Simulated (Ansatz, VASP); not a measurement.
# Mo in VASP and in Ansatz

File INCAR:

```
ALGO     = Normal         # electronic algorithm
EDIFF    = 1E-7           # SCF threshold, eV
ENCUT    = 520            # plane-wave cutoff, eV
GGA      = PS             # functional
ISIF     = 2              # what is computed and relaxed
ISMEAR   = 0              # smearing method
LASPH    = T              # aspherical terms in the spheres
LCHARG   = F              # write CHGCAR
LREAL    = F              # projectors in reciprocal space
LWAVE    = F              # write WAVECAR
NBANDS   = 13             # bands
NELM     = 100            # most SCF steps
PREC     = Accurate       # precision mode
SIGMA    = 0.15           # smearing width, eV
```

Contents of KPOINTS:

```
k-points
0
Gamma
  18 18 18
```

Contents of POSCAR:

```
Mo
1.0
    2.6671226373      0.0000000000      0.0000000000
   -1.3335613186      2.3097959589      0.0000000000
    0.0000000000      0.0000000000      2.6829397350
Mo
1
Direct
    0.0000000000      0.0000000000      0.5000000000
```

Input for Ansatz:

```yaml
crystal:
  lattice:
    - [2.6671226373, 0.0, 0.0]
    - [-1.3335613186, 2.3097959589, 0.0]
    - [0.0, 0.0, 2.682939735]
  atoms:
    - { symbol: Mo, position: [0.0, 0.0, 0.5] }
basis:
  ecutwfc: 420
kpoints:
  mp_grid: { grid: [18, 18, 18] }
hamiltonian:
  xc: pbesol
scf:
  occupations: { method: gaussian, width: 0.15 }
output:
  forces: true
  stress: true
  eigenvalues: true
```

Change from the starting cell: strain -0.025 along x and y, +0.050 along z, atoms carried along.

Alike in both runs: task single point; functional PBEsol; k mesh 18 × 18 × 18; occupations gaussian, width 0.15 eV; no spin polarisation.

```csv
,VASP,Ansatz
version,VASP 6.6.1,Ansatz 0.2.0
potentials or method,"VASP PAW PBE potentials, release 64 (Mo_sv), cutoff 520 eV","scalar-relativistic, plane waves, PAW"
valence electrons in the cell,14,14
```

|  | VASP | Ansatz | Ansatz less VASP |
| --- | --- | --- | --- |
| gap on the k mesh at the Fermi level (eV) | none | none | - |
| pressure (GPa) | -0.8 | -1.3 | -0.48 |
| traceless stress, the component that is largest in VASP (GPa) | -19.34 | -19.25 | +0.093 |

VASP's potentials were made for PBE, not for PBEsol. A gap of «none» marks a metal or a gap that the smearing closes.
